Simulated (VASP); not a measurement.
Here is a VASP 6.6.1 calculation.

The input INCAR:

```
PREC = Accurate ; ENCUT = 520
EDIFF = 1E-6 ; ISMEAR = -1
SIGMA = 0.02 ; LREAL = Auto
LASPH = T ; NELM = 150
ALGO = Normal ; ISIF = 2
LWAVE = F ; LCHARG = F
ISPIN = 2 ; MAGMOM = 0.56 0.56 0.56 0.56 0.55 0.56 0 0 0 0 0 0 0 0 0
LORBIT = 11 ; GGA = PE
IVDW = 12 ; NBANDS = 59
```

File KPOINTS:

```
regular mesh
0
Gamma
  1 1 1
```

File POSCAR:

```
CO4
1.0
    7.1977620000      0.0000000000      0.0000000000
    0.0000000000      7.1977620000      0.0000000000
    0.0000000000      0.0000000000      7.1977620000
O C
12 3
Direct
    0.3831607658      0.5146182939      0.4501121321
    0.3494697380      0.6257361663      0.3244063919
   -0.1230660308      0.8050557937      0.4778012943
   -0.2092455961      0.6566624459      0.4839004124
    0.6075360647      0.1021567537      0.3369797445
    0.6368785186      0.2280986785      0.2330307671
    0.8275211100      0.0561424509      0.8424285215
    0.6162054261      0.2822544007      0.7490661681
    0.4573088135      0.6578016889      0.8602257202
    0.1726647811      0.5136040897      0.9294416792
    0.1616474676      0.0459170503      0.5296646374
    0.2423253228      0.1091728234      0.8440818132
    0.7266286382      0.1721507324      0.7929825965
    0.3174458950      0.5787632322      0.8965981370
    0.1948939129      0.0787744857      0.6884362111
```

Potentials or basis: VASP PAW PBE potentials, release 64 (O, C).

The run is started by

```sh
$ cat potpaw_PBE.64/O/POTCAR potpaw_PBE.64/C/POTCAR > POTCAR
$ mpirun -np 1 vasp_gam > vasp.out
```

Estimate the pressure.

0.4 GPa.

What does it give for the dispersion energy per atom?

-0.035 eV.

Predict the largest force.

3.175 eV/Å.

Stress tensor (GPa, compression positive):
```
 0.56 -0.41 -0.24
-0.41  1.35 -1.23
-0.24 -1.23 -0.78
```

Caveat: the k points lie up to 0.87 Å⁻¹ apart; the standard files for N, O and F lose accuracy on very short bonds.
